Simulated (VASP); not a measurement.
# CdSe (P1) in VASP: further runs

Runs on CdSe. Level: PBE. Tasks: single point.

Everything below comes from runs of VASP 6.6.1. Logs are shortened: lines on timing, memory, paths and dates and some standing lists are left out, and cuts for length are marked.

## (1) The cell of the first run

The typed cell holds 8 atoms: a = 6.254 Å, b = 6.227 Å, c = 6.279 Å, α = 85.42°, β = 91.93°, γ = 96.71°.

## (2) Single point, PBE (atoms moved at random and the cell strained at random)

The input, INCAR:

```
  PREC = Accurate
  ENCUT = 520
  EDIFF = 1E-6
  ISMEAR = 0
  SIGMA = 0.05
  LREAL = False
  LASPH = True
  NELM = 100
  ALGO = Normal
  ISIF = 2
  LWAVE = False
  LCHARG = True
  GGA = PE
  LELF = True
  LVHAR = True
  NBANDS = 46
```

The input, KPOINTS:

```
regular mesh
0
Gamma
  4 4 4
```

The input, POSCAR:

```
CdSe
1.0
    6.2421802641      0.3632609126      0.0983710552
   -0.3632609126     -6.2110759367     -0.2472054890
   -0.0983710552     -0.2472054890     -6.2732368699
Cd Se
4 4
Direct
   -0.0094983159      0.0404873498     -0.0024058547
    0.5527855841      0.5085554224     -0.0281670126
    0.4797762677     -0.0285859341      0.5206687339
   -0.0142424730      0.5077230483      0.5050181159
    0.7566999247      0.7333971219      0.7573660756
    0.2492073906      0.2818956802      0.7586057704
    0.2582809042      0.7535426695      0.2602802347
    0.7269907175      0.2029846419      0.2286339369
```

Potentials or basis: VASP PAW PBE potentials, release 64 (Cd, Se).

Run with:

```bash
> cat potpaw_PBE.64/Cd/POTCAR potpaw_PBE.64/Se/POTCAR > POTCAR
> mpirun -np 1 vasp_std > vasp.out
```

OUTCAR:

```text
PREC = Accurate
   ENCUT = 520
   EDIFF = 1E-6
   ISMEAR = 0
   LREAL = False
   LASPH = True
   NELM = 100
   ISIF = 2
   GGA = PE

 ion  position               nearest neighbor table
   1  0.991  0.040  0.998-   6 2.52   8 2.57   5 2.78   7 2.96
   2  0.553  0.509  0.972-   5 2.19   6 2.63   8 2.70   7 3.21
   3  0.480  0.971  0.521-   7 2.49   8 2.66   5 2.73   6 3.05
   4  0.986  0.508  0.505-   7 2.61   6 2.69   5 2.74   8 2.97
   5  0.757  0.733  0.757-   2 2.19   3 2.73   4 2.74   1 2.78
   6  0.249  0.282  0.759-   1 2.52   2 2.63   4 2.69   3 3.05
   7  0.258  0.754  0.260-   3 2.49   4 2.61   1 2.96   2 3.21
   8  0.727  0.203  0.229-   1 2.57   3 2.66   2 2.70   4 2.97

  LATTYP: Found a triclinic cell.
 ALAT       =     6.2535149960
 B/A-ratio  =     1.3930436601
 C/A-ratio  =     1.8599350781
 COS(alpha) =     0.0109385659
 COS(beta)  =     0.6183435857
 COS(gamma) =     0.6936046495

  Lattice vectors:

 A1 = (   6.2421802641,   0.3632609126,   0.0983710552)
 A2 = (   6.1438092089,   0.1160554236,  -6.1748658147)
 A3 = (   6.7038122319,   6.8215423383,   6.6188134141)

Analysis of symmetry for initial positions (statically):
=====================================================================
 Subroutine PRICEL returns:
 Original cell was already a primitive cell.

 Routine SETGRP: Setting up the symmetry group for a
 triclinic supercell.

 Subroutine GETGRP returns: Found  1 space group operations
 (whereof  1 operations were pure point group operations)
 out of a pool of  2 trial point group operations.

The static configuration has the point symmetry C_1 .

Analysis of symmetry for dynamics (positions and initial velocities):
=====================================================================
 Subroutine PRICEL returns:
 Original cell was already a primitive cell.

 Routine SETGRP: Setting up the symmetry group for a
 triclinic supercell.

 Subroutine GETGRP returns: Found  1 space group operations
 (whereof  1 operations were pure point group operations)
 out of a pool of  2 trial point group operations.

The dynamic configuration has the point symmetry C_1 .

 Subroutine INISYM returns: Found  1 space group operations
 (whereof  1 operations are pure point group operations),
 and found     1 'primitive' translations

----------------------------------------------------------------------------------------

                                     Primitive cell

  volume of cell :     241.9658

  direct lattice vectors                    reciprocal lattice vectors
     6.242180264  0.363260913  0.098371055     0.160776606 -0.009317449 -0.002153982
    -0.363260913 -6.211075937 -0.247205489     0.009317449 -0.161795586  0.006229669
    -0.098371055 -0.247205489 -6.273236870     0.002153982  0.006229669 -0.159686605

  length of vectors
     6.253514996  6.226598858  6.278876352     0.161060769  0.162183339  0.159822590

  position of ions in fractional coordinates (direct lattice)
     0.990501684  0.040487350  0.997594145
     0.552785584  0.508555422  0.971832987
     0.479776268  0.971414066  0.520668734
     0.985757527  0.507723048  0.505018116
     0.756699925  0.733397122  0.757366076
     0.249207391  0.281895680  0.758605770
     0.258280904  0.753542669  0.260280235
     0.726990718  0.202984642  0.228633937

  ion indices of the primitive-cell ions
   primitive index   ion index
                 1           1
                 2           2
                 3           3
                 4           4
                 5           5
                 6           6
                 7           7
                 8           8

----------------------------------------------------------------------------------------

 KPOINTS: regular mesh

Automatic generation of k-mesh.
 Grid dimensions read from file:
 generate k-points for:    4    4    4

 Generating k-lattice:

  Cartesian coordinates                     Fractional coordinates (reciprocal lattice)
     0.040194151 -0.002329362 -0.000538496     0.250000000 -0.000000000 -0.000000000
     0.002329362 -0.040448897  0.001557417     0.000000000  0.250000000  0.000000000
     0.000538496  0.001557417 -0.039921651     0.000000000  0.000000000  0.250000000

  Length of vectors
     0.040265192  0.040545835  0.039955647

  Shift w.r.t. Gamma in fractional coordinates (k-lattice)
     0.000000000  0.000000000  0.000000000

 Subroutine IBZKPT returns following result:
 ===========================================

 Found     36 irreducible k-points:

 Following reciprocal coordinates:
            Coordinates               Weight
  0.000000  0.000000  0.000000      1.000000
  0.250000  0.000000 -0.000000      2.000000
  0.500000  0.000000 -0.000000      1.000000
  0.000000  0.250000  0.000000      2.000000
  0.250000  0.250000 -0.000000      2.000000
  0.500000  0.250000  0.000000      2.000000
[... 16 lines left out ...]
 -0.000000 -0.250000  0.250000      2.000000
  0.250000 -0.250000  0.250000      2.000000
 [... further k-points ...]
   k-points           NKPTS =     36   k-points in BZ     NKDIM =     36   number of bands    NBANDS=     46
   number of dos      NEDOS =    301   number of ions     NIONS =      8
   total plane-waves  NPLWV = 110592
   dimension x,y,z NGX =    48 NGY =   48 NGZ =   48
   dimension x,y,z NGXF=    96 NGYF=   96 NGZF=   96
   ions per type =               4   4
   NGX,Y,Z   is equivalent  to a cutoff of  12.76, 12.82, 12.71 a.u.
   NGXF,Y,Z  is equivalent  to a cutoff of  25.52, 25.63, 25.42 a.u.
 SYSTEM =  unknown system
   PREC   = accura    normal or accurate (medium, high low for compatibility)
   ISTART =      0    job   : 0-new  1-cont  2-samecut
   ICHARG =      2    charge: 1-file 2-atom 10-const
   ISPIN  =      1    spin polarized calculation?
   LNONCOLLINEAR =      F non collinear calculations
   LSORBIT =      F    spin-orbit coupling
   LASPH  =      T    aspherical Exc in radial PAW
   ENCUT  =  520.0 eV  38.22 Ry    6.18 a.u.  11.63 11.58 11.67*2*pi/ulx,y,z
   NELM   =    100;   NELMIN=  2; NELMDL= -5     # of ELM steps
   EDIFF  = 0.1E-05   stopping-criterion for ELM
   LREAL  =      F    real-space projection
   EDIFFG = 0.1E-04   stopping-criterion for IOM
   NSW    =      0    number of steps for IOM
   IBRION =     -1    ionic relax: 0-MD 1-quasi-New 2-CG
   NFREE  =      0    steps in history (QN), initial steepest desc. (CG)
   ISIF   =      2    stress and relaxation
   ISYM   =      2    0-nonsym 1-usesym 2-fastsym
   POTIM  = 0.5000    time-step for ionic-motion
   TEBEG  =    0.0;   TEEND  =   0.0 temperature during run
   PSTRESS=    0.0 pullay stress
   NELECT =      72.0000    total number of electrons
   NUPDOWN=      -1.0000    fix difference up-down
   EMIN   =  10.00;   EMAX   =-10.00  energy-range for DOS
   EFERMI =   0.00;   METHOD = LEGACY
   ISMEAR =     0;   SIGMA  =   0.05  broadening in eV -4-tet -1-fermi 0-gaus
   EFERMI_NEDOS =   21; number of points for ismear=-14 and -15
   IALGO  =     38    algorithm
   IMIX   =      4    mixing-type and parameters
     AMIX     =   0.40;   BMIX     =  1.00
     AMIX_MAG =   1.60;   BMIX_MAG =  1.00
  volume/ion in A,a.u.               =      30.25       204.11
  Fermi-wavevector in a.u.,A,eV,Ry     =   1.092952  2.065379 16.252752  1.194544
  Thomas-Fermi vector in A             =   2.229228
   LORBIT       =      0    0 simple, 1 ext, 2 COOP (PROOUT), +10 PAW based schemes
   GGA     = PE    functional components
   LHFCALC =     F    Hartree Fock is set to
   AEXX    =    0.0000 exact exchange contribution
   IVDW    =     0    specifies the selected vdW correction
   LEPSILON=     F    determine dielectric tensor
   LRPA    =     F    only Hartree local field effects (RPA)
 non-spin polarized calculation
 Gauss-broadening in eV      SIGMA  =   0.05
  energy-cutoff  :      520.00
  volume of cell :      241.97
 maximum number of plane-waves:      6535
 NGX is ok and might be reduce to    48
   NGX = 23   NGY = 23   NGZ = 23

 number of electron      71.9999995 magnetization

 Free energy of the ion-electron system (eV)
  ---------------------------------------------------
  ext. energy  EPLUGINS =         0.00000000
  ---------------------------------------------------
  free energy    TOTEN  =       -20.00848610 eV

  energy without entropy =      -20.00848601  energy(sigma->0) =      -20.00848606

 E-fermi :   0.7819     XC(G=0):  -8.5498

 val. band max:        0.6305400866   @ k =   0.0000   0.0000   0.0000
 cond. band min:       0.9333073248   @ k =   0.0000   0.0000   0.0000
 fundamental gap:      0.3027672382
 Fermi energy:         0.7819250375

 k-point     1 :       0.0000    0.0000    0.0000
  band No.  band energies     occupation
      1     -12.4994      2.00000
      2     -11.6465      2.00000
      3     -11.4024      2.00000
      4     -11.1835      2.00000
      5      -7.8030      2.00000
      6      -7.7041      2.00000
[... 38 lines left out ...]
     45       6.5637      0.00000
     46       7.2193      0.00000

 k-point     2 :       0.2500    0.0000   -0.0000
  band No.  band energies     occupation
      1     -12.4861      2.00000
      2     -11.6256      2.00000
      3     -11.4238      2.00000
      4     -11.1966      2.00000
      5      -7.7962      2.00000
      6      -7.6990      2.00000
[... 38 lines left out ...]
     45       6.6794      0.00000
     46       7.2984      0.00000

 k-point     3 :       0.5000    0.0000   -0.0000
  band No.  band energies     occupation
      1     -12.4727      2.00000
      2     -11.5955      2.00000
      3     -11.4555      2.00000
      4     -11.2088      2.00000
      5      -7.7876      2.00000
      6      -7.6947      2.00000
[... 1018 lines left out ...]
     45       6.6019      0.00000
     46       7.1016      0.00000

 k-point    24 :       0.2500   -0.2500    0.2500
  band No.  band energies     occupation
      1     -12.4704      2.00000
      2     -11.5949      2.00000
      3     -11.4548      2.00000
      4     -11.2084      2.00000
      5      -7.7951      2.00000
      6      -7.7010      2.00000
[... 38 lines left out ...]
     45       6.5259      0.00000
     46       7.1326      0.00000

 [... further k-points ...]
[... 5 lines left out ...]
  --------------------------------------------------------------------------------------
  -------------------------------------------------------------------------------------
  Total        4.8853589      4.3984573      4.8914564     -8.5586484     -6.4131192      3.8524783
  in kB       32.3484200     29.1243993     32.3887947    -56.6711180    -42.4644896     25.5091976
  external PRESSURE =      31.2872046 kB  Pullay stress =       0.0000000 kB

 VOLUME and BASIS-vectors are now :
 -----------------------------------------------------------------------------
  energy-cutoff  :      520.00
  volume of cell :      241.97
      direct lattice vectors                 reciprocal lattice vectors
     6.242180264  0.363260913  0.098371055     0.160776606 -0.009317449 -0.002153982
    -0.363260913 -6.211075937 -0.247205489     0.009317449 -0.161795586  0.006229669
    -0.098371055 -0.247205489 -6.273236870     0.002153982  0.006229669 -0.159686605

 POSITION                                       TOTAL-FORCE (eV/Angst)
 -----------------------------------------------------------------------------------
      6.07005     -0.13827     -6.17072         0.294671      0.871395     -0.457017
      3.17025     -3.19811     -6.16788        -3.146779      3.165130     -3.755861
      2.59075     -5.98795     -3.45922         0.128523     -0.583584     -0.701246
      5.91916     -2.92026     -3.19664        -0.094184      0.364017      0.389767
      4.38254     -4.46753     -4.85800         3.133562     -3.673117      3.306840
      1.37857     -1.84788     -4.80409         0.274431      0.491667      0.786656
      1.31290     -4.65083     -1.79367        -0.757960      0.413765      1.152283
      4.44178     -1.05319     -1.41294         0.167736     -1.049274     -0.721421
 -----------------------------------------------------------------------------------
    total drift:                                0.000702      0.002289     -0.000639

  FREE ENERGIE OF THE ION-ELECTRON SYSTEM (eV)
  ---------------------------------------------------
  free  energy   TOTEN  =       -20.0084861020 eV

  energy  without entropy=      -20.0084860100  energy(sigma->0) =      -20.00848606
```

It took 3.6 min on 1 thread of Intel Xeon 6975P-C (Granite Rapids), shared host; peak memory 0.49 GiB.

Results:

- Free energy: -20.0085 eV
- Pressure: 3.1 GPa
- Largest force: 5.852 eV/Å
- Band gap on the k mesh: 0.30 eV, direct

Forces on the atoms (eV/Å):
```
Cd   0.295  0.871 -0.457
Cd  -3.147  3.165 -3.756
Cd   0.129 -0.584 -0.701
Cd  -0.094  0.364  0.390
Se   3.134 -3.673  3.307
Se   0.274  0.492  0.787
Se  -0.758  0.414  1.152
Se   0.168 -1.049 -0.721
```

Stress tensor (GPa, compression positive):
```
 3.23 -5.67  2.55
-5.67  2.91 -4.25
 2.55 -4.25  3.24
```

Levels at points of the mesh, in eV from the valence-band top:
```
           k point  band 34  band 35  band 36  band 37  band 38  band 39
(0.00, 0.00, 0.00)    -0.59    -0.13     0.00     0.30     2.44     2.69
(0.50, 0.00, 0.00)    -1.03    -0.97    -0.68     2.42     2.85     3.72
(0.00, 0.50, 0.00)    -1.12    -0.95    -0.91     2.65     2.71     3.75
(0.50, 0.50, 0.00)    -0.87    -0.68    -0.35     2.63     3.10     3.27
(0.00, 0.00, 0.50)    -1.09    -0.94    -0.50     2.49     2.90     3.33
(0.50, 0.00, 0.50)    -0.96    -0.75    -0.58     2.88     2.91     3.35
(0.00, 0.50, 0.50)    -0.97    -0.79    -0.40     2.75     2.91     3.29
(0.50, 0.50, 0.50)    -0.68    -0.46    -0.36     1.78     1.90     2.20
```

Caveat: the cell differs from its parent crystal (atoms moved at random and the cell strained at random); forces of over 1 eV/Å act on the atoms, so gaps and moduli don't describe the material at rest.

(Part 1 of 2 ends here.)
